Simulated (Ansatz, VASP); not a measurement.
**One calculation of NaF, two programs**

POSCAR

```
NaF
1.0
    0.0000000000      2.2975492100      2.2975492100
    2.2975492100      0.0000000000      2.2975492100
    2.2975492100      2.2975492100      0.0000000000
Na F
1 1
Direct
    0.0000000000      0.0000000000      0.0000000000
    0.5000000000      0.5000000000      0.5000000000
```

The input INCAR.step1:

```
PREC = Accurate ; ENCUT = 520
ISMEAR = -1 ; SIGMA = 0.02
LREAL = F ; LASPH = T
NELM = 60 ; GGA = PE
ALGO = Normal ; EDIFF = 1E-4
LWAVE = T ; LCHARG = F
```

The input INCAR.step2:

```
PREC = Accurate ; ENCUT = 520
EDIFF = 1E-7 ; ISMEAR = -1
SIGMA = 0.02 ; LREAL = F
LASPH = T ; NELM = 60
ALGO = Normal ; ISIF = 2
LWAVE = F ; LCHARG = F
METAGGA = R2SCAN ; LMIXTAU = T
IBRION = 2 ; NSW = 50
EDIFFG = -0.01 ; ISTART = 1
```

The input KPOINTS:

```
Automatic mesh
0
Gamma
  10 10 10
```

Input for Ansatz:

```yaml
crystal:
  lattice:
    - [0.0, 2.29754921, 2.29754921]
    - [2.29754921, 0.0, 2.29754921]
    - [2.29754921, 2.29754921, 0.0]
  atoms:
    - { symbol: Na, position: [0.0, 0.0, 0.0] }
    - { symbol: F, position: [0.5, 0.5, 0.5] }
  symmetry: { tolerance: 0.0003 }
hamiltonian:
  xc: r2scan
  pseudopotentials: { kind: paw, azcp: { folder: soft_1 } }
basis:
  ecutwfc: 500
magnetization:
  spin_polarized: false
scf:
  occupations: { method: fermi_dirac, width: 0.02 }
kpoints:
  mp_grid: { grid: [10, 10, 10], shift: [0, 0, 0] }
  band_path:
    path:
      - [0.0, 0.0, 0.0]
      - [0.5, 0.0, 0.5]
      - [0.625, 0.25, 0.625]
      - [0.375, 0.375, 0.75]
      - [0.0, 0.0, 0.0]
      - [0.5, 0.5, 0.5]
      - [0.5, 0.25, 0.75]
      - [0.5, 0.0, 0.5]
    npoints: 10
output:
  forces: true
  stress: true
  eigenvalues: true
  write_potential: true
  elf: true
  volumetric_format: npy
  dos: { e_range: [-12, 8], de: 0.05 }
relax:
  max_steps: 30
```

Alike in both runs: task relaxation of the atoms; functional r2SCAN; k mesh 10 × 10 × 10; occupations fermi-dirac, width 0.02 eV; no spin polarisation.

```csv
,VASP,Ansatz
version,VASP 6.6.1,Ansatz 0.2.0
potentials or method,"VASP PAW PBE potentials, release 64 (Na_pv, F), cutoff 520 eV",PAW plane waves
valence electrons in the cell,14,16
```

```tsv
	VASP	Ansatz	Ansatz less VASP
gap on the k mesh at the Fermi level, each at its own relaxed structure (eV)	7.32	7.28	-0.037
```

VASP's potentials were made for PBE, not for r2SCAN. VASP's potentials hold 14 valence electrons a cell and Ansatz's 16, so a difference there can come from the potentials and not from the codes. Ansatz's warnings: stress scf threshold loose.

Noted on VASP's run: the relaxation stopped at its first step, so nothing moved.
